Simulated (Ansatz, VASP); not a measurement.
**Two plane-wave programs on Sb**

```xyz
4
Lattice="0.0000 4.1401 4.1401 4.1401 0.0000 4.1401 4.1401 4.1401 0.0000" Properties=species:S:1:pos:R:3 pbc="T T T"
Sb    3.1641    3.1641    3.1641
Sb    5.1161    5.1161    3.1641
Sb    5.1161    3.1641    5.1161
Sb    3.1641    5.1161    5.1161
```

Alike in both runs: task single point; functional PBE; k mesh 4 × 4 × 4; occupations gaussian, width 0.1 eV; no spin polarisation.

```csv
,VASP,Ansatz
version,VASP 6.6.1,Ansatz 0.2.0
potentials or method,"VASP PAW PBE potentials, release 64 (Sb), cutoff 520 eV","scalar-relativistic, plane waves, PAW"
valence electrons in the cell,20,60
```

VASP gave:

* gap on the k mesh at the Fermi level (eV): 0.62
* least direct gap on the mesh (eV): 0.69
* pressure (GPa): 13.0
* rms of the force components (eV/Å): 0.119

**Question.** Which values does Ansatz return?

**Answer.** gap on the k mesh at the Fermi level (eV): 0.60; least direct gap on the mesh (eV): 0.67; pressure (GPa): 12.7; rms of the force components (eV/Å): 0.048.

Atom by atom the forces differ by 0.071 eV/Å (rms over components). VASP's potentials hold 20 valence electrons a cell and Ansatz's 60, so a difference there can come from the potentials and not from the codes.

Spin-orbit coupling is off throughout.
